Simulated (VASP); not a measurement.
## La: single point with PBE

The system is La.

```
La
1.0
     3.07469    0.00000    0.00000
    -1.53734    2.66276    0.00000
     0.00000    0.00000    5.30568
La
2
Direct
  0.33333 0.66667 0.25000
  0.66667 0.33333 0.75000
```

```json
{
  "Program": "VASP 6.6.1",
  "Task": "single point",
  "Functional": "PBE",
  "Potentials or basis": "VASP PAW PBE potentials, release 64 (La)",
  "Cutoff": "500 eV",
  "k mesh": "7 × 7 × 4",
  "Occupations": "gaussian, width 0.05 eV",
  "Spin": "no spin polarisation",
  "Dipole correction": "no",
  "Further INCAR settings": "ALGO = Normal; EDIFF = 1e-06; NBANDS = 18"
}
```

| Quantity | Value |
| --- | --- |
| Pressure | 30.0 GPa |
| Band gap on the k mesh | zero (band 11 reaches 15.58 eV, above the bottom of band 12 at 12.83 eV) |

Stress tensor (GPa, compression positive):
```
29.92  0.00  0.00
 0.00 29.92  0.00
 0.00  0.00 30.16
```

Levels at points of the mesh, in eV from the Fermi level:
| k point | band 7 | band 8 | band 9 | band 10 | band 11 | band 12 | band 13 | band 14 | band 15 | band 16 |
| --- | --- | --- | --- | --- | --- | --- | --- | --- | --- | --- |
| (0.00, 0.00, 0.00) | -13.48 | -13.48 | -1.84 | -1.27 | 0.51 | 1.73 | 1.73 | 1.80 | 1.88 | 2.01 |
| (0.00, 0.00, 0.50) | -13.75 | -13.75 | -0.92 | -0.92 | 1.20 | 1.20 | 1.87 | 1.87 | 1.87 | 1.87 |

Run time: 42 s on 1 thread of Intel Xeon 8259CL, on a shared host, peak memory 0.18 GiB.

Caveat: spin-orbit coupling is left out, which moves the levels of the heavy elements.
